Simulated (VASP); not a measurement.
Ge:

```
Ge
1.0
     0.00000    2.88574    5.11566
     2.63050    0.00000    5.11566
     2.63050    2.88574    0.00000
Ge
4
Direct
  0.78187 0.78187 0.21813
  0.21813 0.21813 0.78187
  0.27351 0.72649 0.27351
  0.72649 0.27351 0.72649
```

Base run:

```yaml
Program: VASP 6.6.1
Functional: PBEsol
Potentials_or_basis: VASP PAW PBE potentials, release 64 (Ge_d)
Cutoff: 520 eV
k_mesh: 8 × 8 × 8
Occupations: fermi-dirac, width 0.05 eV
Spin: no spin polarisation
```

Its results: band gap on the k mesh zero (band 28 reaches 7.91 eV, above the bottom of band 29 at 4.33 eV); pressure -3.7 GPa; largest force 0.033 eV/Å.

Task: The run is repeated on the same cell with these changes: k mesh from 8 × 8 × 8 to 6 × 6 × 6; further incar settings from ALGO = Normal; EDIFF = 1e-06; NBANDS = 36 to ALGO = Normal; EDIFF = 1e-07; NBANDS = 36. What comes out?

Result: Band gap on the k mesh zero (band 28 reaches 7.61 eV, above the bottom of band 29 at 4.34 eV); pressure -3.3 GPa; largest force 0.011 eV/Å.

Caveats: the PAW data sets were made with another functional, which shifts forces and pressure a little.
